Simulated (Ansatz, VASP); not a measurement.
**One calculation of Hf3Ta2F, two programs**

```
Hf Ta F
1.0
     4.97967    0.00000    0.00000
    -2.48983    4.31252    0.00000
     0.00000    0.00000    5.43057
Hf Ta F
3 2 1
Direct
  0.00000 0.00000 0.00000
  0.33333 0.66667 0.50000
  0.33333 0.66667 0.00000
  0.66667 0.33333 0.76175
  0.66667 0.33333 0.23825
  0.00000 0.00000 0.50000
```

Change from the starting cell: species swapped into the Sr2AlGa3 type (P-6m2, No. 187).

Alike in both runs: functional PBE; k mesh 12 × 12 × 8; occupations gaussian, width 0.1 eV; no spin polarisation.

Ansatz relaxed the structure, and its values are those at the end. VASP's run is a single point on that final structure, the one shown.

```csv
,VASP,Ansatz
version,VASP 6.6.1,Ansatz 0.2.0
potentials or method,"VASP PAW PBE potentials, release 64 (Hf_pv, Ta_pv, F), cutoff 520 eV","scalar-relativistic, plane waves, PAW"
valence electrons in the cell,59,111
```

Ansatz gave:

| Property | Result |
| --- | --- |
| gap on the k mesh at the Fermi level (eV) | none |
| pressure (GPa) | 0.0 |

Q: Which values does VASP return?

A: gap on the k mesh at the Fermi level (eV): none; pressure (GPa): -0.4.

A gap of «none» marks a metal or a gap that the smearing closes. VASP's potentials hold 59 valence electrons a cell and Ansatz's 111, so a difference there can come from the potentials and not from the codes.

Neither program's run includes spin-orbit coupling.
